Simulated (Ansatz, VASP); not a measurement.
**Na in VASP and in Ansatz**

```
CELL_PARAMETERS angstrom
-2.02990 2.02990 2.02990
2.02990 -2.02990 2.02990
2.02990 2.02990 -2.02990
ATOMIC_POSITIONS crystal
Na 0.00000 0.00000 0.00000
```

Alike in both runs: functional LDA; k mesh 12 × 12 × 12; occupations fermi-dirac, width 0.1 eV; no spin polarisation.

Ansatz relaxed the structure, and its values are those at the end. VASP's run is a single point on that final structure, the one shown.

|  | VASP | Ansatz |
| --- | --- | --- |
| version | VASP 6.6.1 | Ansatz 0.2.0 |
| potentials or method | VASP PAW LDA potentials, release 64 (Na_pv) | PAW with Ansatz's default frozen-core files, scalar-relativistic |
| plane-wave cutoff (eV) | 500 | 420 |
| valence electrons in the cell | 7 | 9 |

Ansatz gave:

- pressure (GPa): 0.0

Question: Which values does VASP return?

Answer: Pressure (GPa): -0.1.

LDA's correlation is that of Perdew and Zunger in VASP and of Perdew and Wang (1992) in Ansatz. VASP's potentials hold 7 valence electrons a cell and Ansatz's 9, so a difference there can come from the potentials and not from the codes.
